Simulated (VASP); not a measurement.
# BN (R3m) in VASP: notebook

The runs below take BN through single point, with PBEsol.

Everything below comes from runs of VASP 6.6.1. Logs are shortened: lines on timing, memory, paths and dates and some standing lists are left out, and cuts for length are marked.

## 1. The cell of the first run

The structure is trigonal, space group R3m (No. 160). The conventional cell has a = 2.434 Å, b = 2.434 Å, c = 9.841 Å, α = 90.00°, β = 90.00°, γ = 120.00°. Within 1.9 Å of B (site symmetry 3m) lie 3 N at 1.41 Å. Within 1.9 Å of N (site symmetry 3m) lie 3 B at 1.41 Å.

## 2. Single point, PBEsol

Contents of INCAR:

```
PREC = Accurate ; ENCUT = 520
EDIFF = 1E-6 ; ISMEAR = 0
SIGMA = 0.01 ; LREAL = False
LASPH = True ; NELM = 100
ALGO = Normal ; ISIF = 2
LWAVE = False ; LCHARG = True
GGA = PS ; LELF = True
LVHAR = True ; NBANDS = 11
```

Contents of KPOINTS:

```
regular mesh
0
Gamma
  10 10 10
```

Contents of POSCAR:

```
BN
1.0
    1.2168272774      0.7025349498      3.2804779200
   -1.2168272774      0.7025349498      3.2804779200
    0.0000000000     -1.4050708722      3.2804779200
B N
1 1
Direct
    0.9996710000      0.9996710000      0.9996710000
    0.3327620000      0.3327620000      0.3327620000
```

Potentials or basis: VASP PAW PBE potentials, release 64 (B, N).

On the command line:

```
cat potpaw_PBE.64/B/POTCAR potpaw_PBE.64/N/POTCAR > POTCAR
mpirun -np 1 vasp_std > vasp.out
```

OUTCAR:

```text
PREC = Accurate
   ENCUT = 520
   EDIFF = 1E-6
   ISMEAR = 0
   LREAL = False
   LASPH = True
   NELM = 100
   ISIF = 2
   GGA = PS

 ion  position               nearest neighbor table
   1  1.000  1.000  1.000-   2 1.41   2 1.41   2 1.41
   2  0.333  0.333  0.333-   1 1.41   1 1.41   1 1.41

  LATTYP: Found a trigonal (rhomboedric) cell.
 ALAT       =     3.5687195690
 COS(alpha) =     0.7674785490

  Lattice vectors:

 A1 = (   1.2168272774,   0.7025349498,   3.2804779200)
 A2 = (  -1.2168272774,   0.7025349498,   3.2804779200)
 A3 = (   0.0000000000,  -1.4050708722,   3.2804779200)

Analysis of symmetry for initial positions (statically):
=====================================================================
 Subroutine PRICEL returns:
 Original cell was already a primitive cell.

 Routine SETGRP: Setting up the symmetry group for a
 trigonal (rhombohedral) supercell.

 Subroutine GETGRP returns: Found  6 space group operations
 (whereof  6 operations were pure point group operations)
 out of a pool of 12 trial point group operations.

The static configuration has the point symmetry C_3v.

Analysis of symmetry for dynamics (positions and initial velocities):
=====================================================================
 Subroutine PRICEL returns:
 Original cell was already a primitive cell.

 Routine SETGRP: Setting up the symmetry group for a
 trigonal (rhombohedral) supercell.

 Subroutine GETGRP returns: Found  6 space group operations
 (whereof  6 operations were pure point group operations)
 out of a pool of 12 trial point group operations.

The dynamic configuration has the point symmetry C_3v.

 Subroutine INISYM returns: Found  6 space group operations
 (whereof  6 operations are pure point group operations),
 and found     1 'primitive' translations

----------------------------------------------------------------------------------------

                                     Primitive cell

  volume of cell :      16.8262

  direct lattice vectors                    reciprocal lattice vectors
     1.216827277  0.702534950  3.280477920     0.410904661  0.237236012  0.101611234
    -1.216827277  0.702534950  3.280477920    -0.410904661  0.237236012  0.101611234
     0.000000000 -1.405070872  3.280477920     0.000000000 -0.474472024  0.101611164

  length of vectors
     3.568719569  3.568719569  3.568719594     0.485230264  0.485230264  0.485230389

  position of ions in fractional coordinates (direct lattice)
     0.999671000  0.999671000  0.999671000
     0.332762000  0.332762000  0.332762000

  ion indices of the primitive-cell ions
   primitive index   ion index
                 1           1
                 2           2

----------------------------------------------------------------------------------------

 KPOINTS: regular mesh

Automatic generation of k-mesh.
 Grid dimensions read from file:
 generate k-points for:   10   10   10

 Generating k-lattice:

  Cartesian coordinates                     Fractional coordinates (reciprocal lattice)
     0.041090466  0.023723601  0.010161123     0.100000000  0.000000000  0.000000000
    -0.041090466  0.023723601  0.010161123     0.000000000  0.100000000  0.000000000
     0.000000000 -0.047447202  0.010161116     0.000000000  0.000000000  0.100000000

  Length of vectors
     0.048523026  0.048523026  0.048523039

  Shift w.r.t. Gamma in fractional coordinates (k-lattice)
     0.000000000  0.000000000  0.000000000

 Subroutine IBZKPT returns following result:
 ===========================================

 Found    116 irreducible k-points:

 Following reciprocal coordinates:
            Coordinates               Weight
  0.000000  0.000000  0.000000      1.000000
  0.100000  0.000000  0.000000      6.000000
  0.200000  0.000000  0.000000      6.000000
  0.300000  0.000000  0.000000      6.000000
  0.400000  0.000000  0.000000      6.000000
  0.500000  0.000000  0.000000      3.000000
[... 16 lines left out ...]
  0.300000  0.300000  0.000000      6.000000
  0.400000  0.300000  0.000000     12.000000
 [... further k-points ...]
   k-points           NKPTS =    116   k-points in BZ     NKDIM =    116   number of bands    NBANDS=     11
   number of dos      NEDOS =    301   number of ions     NIONS =      2
   total plane-waves  NPLWV =  21952
   dimension x,y,z NGX =    28 NGY =   28 NGZ =   28
   dimension x,y,z NGXF=    56 NGYF=   56 NGZF=   56
   ions per type =               1   1
   NGX,Y,Z   is equivalent  to a cutoff of  13.04, 13.04, 13.04 a.u.
   NGXF,Y,Z  is equivalent  to a cutoff of  26.09, 26.09, 26.09 a.u.
 SYSTEM =  unknown system
   PREC   = accura    normal or accurate (medium, high low for compatibility)
   ISTART =      0    job   : 0-new  1-cont  2-samecut
   ICHARG =      2    charge: 1-file 2-atom 10-const
   ISPIN  =      1    spin polarized calculation?
   LNONCOLLINEAR =      F non collinear calculations
   LSORBIT =      F    spin-orbit coupling
   LASPH  =      T    aspherical Exc in radial PAW
   ENCUT  =  520.0 eV  38.22 Ry    6.18 a.u.   6.64  6.64  6.64*2*pi/ulx,y,z
   NELM   =    100;   NELMIN=  2; NELMDL= -5     # of ELM steps
   EDIFF  = 0.1E-05   stopping-criterion for ELM
   LREAL  =      F    real-space projection
   EDIFFG = 0.1E-04   stopping-criterion for IOM
   NSW    =      0    number of steps for IOM
   IBRION =     -1    ionic relax: 0-MD 1-quasi-New 2-CG
   NFREE  =      0    steps in history (QN), initial steepest desc. (CG)
   ISIF   =      2    stress and relaxation
   ISYM   =      2    0-nonsym 1-usesym 2-fastsym
   POTIM  = 0.5000    time-step for ionic-motion
   TEBEG  =    0.0;   TEEND  =   0.0 temperature during run
   PSTRESS=    0.0 pullay stress
   NELECT =       8.0000    total number of electrons
   NUPDOWN=      -1.0000    fix difference up-down
   EMIN   =  10.00;   EMAX   =-10.00  energy-range for DOS
   EFERMI =   0.00;   METHOD = LEGACY
   ISMEAR =     0;   SIGMA  =   0.01  broadening in eV -4-tet -1-fermi 0-gaus
   EFERMI_NEDOS =   21; number of points for ismear=-14 and -15
   IALGO  =     38    algorithm
   IMIX   =      4    mixing-type and parameters
     AMIX     =   0.40;   BMIX     =  1.00
     AMIX_MAG =   1.60;   BMIX_MAG =  1.00
  volume/ion in A,a.u.               =       8.41        56.77
  Fermi-wavevector in a.u.,A,eV,Ry     =   1.277742  2.414581 22.213190  1.632623
  Thomas-Fermi vector in A             =   2.410324
   LORBIT       =      0    0 simple, 1 ext, 2 COOP (PROOUT), +10 PAW based schemes
   GGA     = PS    functional components
   LHFCALC =     F    Hartree Fock is set to
   AEXX    =    0.0000 exact exchange contribution
   IVDW    =     0    specifies the selected vdW correction
   LEPSILON=     F    determine dielectric tensor
   LRPA    =     F    only Hartree local field effects (RPA)
 non-spin polarized calculation
 Gauss-broadening in eV      SIGMA  =   0.01
  energy-cutoff  :      520.00
  volume of cell :       16.83
 maximum number of plane-waves:       467
   NGX = 13   NGY = 13   NGZ = 13

 number of electron       8.0000000 magnetization

 Free energy of the ion-electron system (eV)
  ---------------------------------------------------
  ext. energy  EPLUGINS =         0.00000000
  ---------------------------------------------------
  free energy    TOTEN  =       -18.17362131 eV

  energy without entropy =      -18.17362131  energy(sigma->0) =      -18.17362131

 E-fermi :   2.7458     XC(G=0): -10.5689

 val. band max:        2.6825404066   @ k =  -0.3000   0.3000   0.0000
 cond. band min:       6.8984019844   @ k =   0.5000   0.5000   0.0000
 fundamental gap:      4.2158615778
 Fermi energy:         2.7458362116

 k-point     1 :       0.0000    0.0000    0.0000
  band No.  band energies     occupation
      1     -15.6300      2.00000
      2      -1.8895      2.00000
      3       1.4889      2.00000
      4       1.4889      2.00000
      5       7.7383      0.00000
      6      14.9941      0.00000
      7      14.9942      0.00000
      8      16.8060      0.00000
      9      18.9745      0.00000
     10      29.8241      0.00000
     11      31.8222      0.00000

 k-point     2 :       0.1000    0.0000    0.0000
  band No.  band energies     occupation
      1     -15.4181      2.00000
      2      -1.6609      2.00000
      3       0.6559      2.00000
      4       1.0914      2.00000
      5       8.1470      0.00000
      6      14.8994      0.00000
      7      15.9142      0.00000
      8      16.0524      0.00000
      9      19.6137      0.00000
     10      29.0105      0.00000
     11      30.4002      0.00000

 k-point     3 :       0.2000    0.0000    0.0000
  band No.  band energies     occupation
      1     -14.7983      2.00000
      2      -1.3466      2.00000
      3      -0.9679      2.00000
      4       0.2018      2.00000
      5       9.2118      0.00000
      6      14.1014      0.00000
      7      14.8036      0.00000
      8      18.3238      0.00000
      9      20.9204      0.00000
     10      25.6584      0.00000
     11      28.3089      0.00000

 k-point     4 :       0.3000    0.0000    0.0000
  band No.  band energies     occupation
      1     -13.8350      2.00000
      2      -3.6669      2.00000
      3      -0.6987      2.00000
      4       0.0793      2.00000
      5      10.4367      0.00000
      6      12.0076      0.00000
      7      14.7775      0.00000
      8      21.2569      0.00000
      9      21.5565      0.00000
     10      23.9724      0.00000
     11      26.5376      0.00000
[... 239 lines left out ...]
 k-point    22 :      -0.2000    0.2000    0.0000
  band No.  band energies     occupation
      1     -13.3203      2.00000
      2      -3.9891      2.00000
      3      -2.1460      2.00000
      4       0.9252      2.00000
      5      10.4915      0.00000
      6      11.4279      0.00000
      7      16.7010      0.00000
      8      18.8006      0.00000
      9      19.9304      0.00000
     10      25.3963      0.00000
     11      27.4153      0.00000

 k-point    23 :       0.3000    0.3000    0.0000
  band No.  band energies     occupation
      1     -13.7718      2.00000
      2      -3.5872      2.00000
      3      -0.7447      2.00000
      4      -0.4542      2.00000
      5      10.2867      0.00000
      6      12.6305      0.00000
      7      14.8104      0.00000
      8      21.4770      0.00000
      9      22.1758      0.00000
     10      23.4297      0.00000
     11      29.4210      0.00000

 k-point    24 :       0.4000    0.3000    0.0000
  band No.  band energies     occupation
      1     -13.0736      2.00000
      2      -4.6350      2.00000
      3      -1.6610      2.00000
      4       0.2654      2.00000
      5       9.2458      0.00000
      6      13.5901      0.00000
      7      15.5740      0.00000
      8      20.9495      0.00000
      9      21.7578      0.00000
     10      24.7610      0.00000
     11      28.3932      0.00000

 [... further k-points ...]
[... 5 lines left out ...]
  --------------------------------------------------------------------------------------
  -------------------------------------------------------------------------------------
  Total        3.7878634      3.7878604      0.1043559      0.0000000     -0.0000000      0.0000000
  in kB      360.6778361    360.6775464      9.9366953      0.0000000     -0.0000010      0.0000000
  external PRESSURE =     243.7640259 kB  Pullay stress =       0.0000000 kB

 VOLUME and BASIS-vectors are now :
 -----------------------------------------------------------------------------
  energy-cutoff  :      520.00
  volume of cell :       16.83
      direct lattice vectors                 reciprocal lattice vectors
     1.216827277  0.702534950  3.280477920     0.410904661  0.237236012  0.101611234
    -1.216827277  0.702534950  3.280477920    -0.410904661  0.237236012  0.101611234
     0.000000000 -1.405070872  3.280477920     0.000000000 -0.474472024  0.101611164

 POSITION                                       TOTAL-FORCE (eV/Angst)
 -----------------------------------------------------------------------------------
      0.00000     -0.00000      9.83820         0.000000     -0.000000      0.003926
      0.00000     -0.00000      3.27486         0.000000      0.000000     -0.003926
 -----------------------------------------------------------------------------------
    total drift:                               -0.000000      0.000023      0.000109

  FREE ENERGIE OF THE ION-ELECTRON SYSTEM (eV)
  ---------------------------------------------------
  free  energy   TOTEN  =       -18.1736213083 eV

  energy  without entropy=      -18.1736213083  energy(sigma->0) =      -18.17362131
```

Run time: 14 s. Hardware: 1 thread of Intel Xeon 6975P-C (Granite Rapids), shared host; peak memory 0.16 GiB.

What came out:

- Free energy: -18.1736 eV
- Pressure: 24.4 GPa
- Largest force: 0.004 eV/Å
- Band gap on the k mesh: 4.22 eV, indirect (least direct gap 5.04 eV)

Forces in eV/Å, atoms in the order of the input:
```
B    0.000  0.000  0.004
N    0.000  0.000 -0.004
```

Stress tensor (GPa, compression positive):
```
36.07  0.00  0.00
 0.00 36.07  0.00
 0.00  0.00  0.99
```

Caveat: the PAW data sets were made with another functional, which shifts forces and pressure a little.

## 3. Single point, PBEsol

This run uses another cell than the first one, of 8.78 Å³/atom, 1.043 times its volume.

Contents of INCAR:

```
SYSTEM = BN
ALGO = Normal
EDIFF = 1E-6
ENCUT = 520
GGA = PS
ISIF = 2
ISMEAR = 0
LASPH = .True.
LCHARG = .True.
LELF = .True.
LREAL = .False.
LVHAR = .True.
LWAVE = .False.
NBANDS = 11
NELM = 80
PREC = Accurate
SIGMA = 0.01
```

Contents of KPOINTS:

```
k-points
0
Gamma
  10 10 10
  0 0 0
```

Contents of POSCAR:

```
BN
1.0
    1.2342128731      0.7125725195      3.3273482227
   -1.2342128731      0.7125725195      3.3273482227
    0.0000000000     -1.4251460255      3.3273482227
B N
1 1
Direct
    0.9996710000      0.9996710000      0.9996710000
    0.3327620000      0.3327620000      0.3327620000
```

Potentials or basis: VASP PAW PBE potentials, release 64 (B, N).

On the command line:

```
cat potpaw_PBE.64/B/POTCAR potpaw_PBE.64/N/POTCAR > POTCAR
mpirun -np 1 vasp_std > vasp.out
```

It took 13 s on 1 thread of Intel Xeon 6975P-C (Granite Rapids), shared host; peak memory 0.16 GiB.

It converged, with:

| Item | Value |
| --- | --- |
| Free energy | -18.2557 eV |
| Pressure | 11.6 GPa |
| Band gap on the k mesh | 4.18 eV, indirect (least direct gap 4.93 eV) |

Stress tensor (GPa, compression positive):
```
17.14  0.00  0.00
 0.00 17.14  0.00
 0.00  0.00  0.62
```

Levels at points of the mesh, in eV from the valence-band top:
| k point | band 1 | band 2 | band 3 | band 4 | band 5 | band 6 | band 7 | band 8 |
| --- | --- | --- | --- | --- | --- | --- | --- | --- |
| (0.00, 0.00, 0.00) | -18.03 | -4.40 | -1.25 | -1.25 | 5.00 | 11.95 | 11.95 | 13.58 |
| (0.50, 0.00, 0.00) | -14.68 | -9.15 | -4.16 | -0.67 | 5.28 | 10.24 | 13.09 | 15.10 |
| (0.50, 0.50, 0.00) | -14.60 | -9.01 | -4.22 | -1.29 | 4.18 | 10.24 | 14.33 | 17.77 |
| (0.50, 0.50, 0.50) | -17.74 | -6.51 | -1.27 | -1.27 | 10.22 | 11.87 | 11.87 | 12.94 |

Caveat: the PAW data sets were made with another functional, which shifts forces and pressure a little. As with any semilocal functional, this PBEsol gap is likely too small.

(Part 1 of 2 ends here.)
